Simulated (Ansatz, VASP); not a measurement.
**TaN: VASP beside Ansatz**

The input INCAR:

```
  ALGO = Normal
  EDIFF = 1E-6
  ENCUT = 520
  GGA = PS
  ISIF = 2
  ISMEAR = 0
  LASPH = True
  LCHARG = False
  LREAL = False
  LWAVE = False
  NBANDS = 15
  NELM = 60
  PREC = Accurate
  SIGMA = 0.1
```

File KPOINTS:

```
k-points
0
Gamma
  13 13 12
```

File POSCAR:

```
TaN
1.0
    2.9380000000      0.0000000000      0.0000000000
   -1.4690000000      2.5443830000      0.0000000000
    0.0000000000      0.0000000000      2.8830000000
Ta N
1 1
Direct
    0.3333333333      0.6666666667      0.5000000000
    0.0000000000      0.0000000000      0.0000000000
```

Input for Ansatz:

```yaml
crystal:
  lattice:
    - [2.938, 0.0, 0.0]
    - [-1.469, 2.544383, 0.0]
    - [0.0, 0.0, 2.883]
  atoms:
    - { symbol: Ta, position: [0.3333333333333333, 0.6666666666666666, 0.5] }
    - { symbol: "N", position: [0.0, 0.0, 0.0] }
kpoints:
  mp_grid:
    grid: [13, 13, 12]
    shift: [0.0, 0.0, 0.0]
hamiltonian:
  xc: pbesol
scf:
  occupations:
    method: gaussian
output:
  stress: true
```

Alike in both runs: task single point; functional PBEsol; k mesh 13 × 13 × 12; no spin polarisation.

|  | VASP | Ansatz |
| --- | --- | --- |
| version | VASP 6.6.1 | Ansatz 0.2.0 |
| potentials or method | VASP PAW PBE potentials, release 64 (Ta_pv, N) | plane waves, PAW |
| plane-wave cutoff (eV) | 520 | 420 |
| occupations | gaussian, width 0.1 eV | gaussian |
| valence electrons in the cell | 16 | 18 |

Ansatz gave:

```
pressure (GPa)                                                : -4.9
traceless stress, the component that is largest in VASP (GPa) : -0.13
```

Task: Which values does VASP return?

Result: Pressure (GPa): -4.1; traceless stress, the component that is largest in VASP (GPa): 0.00.

VASP's potentials were made for PBE, not for PBEsol. VASP's potentials hold 16 valence electrons a cell and Ansatz's 18, so a difference there can come from the potentials and not from the codes.

Neither program's run includes spin-orbit coupling.
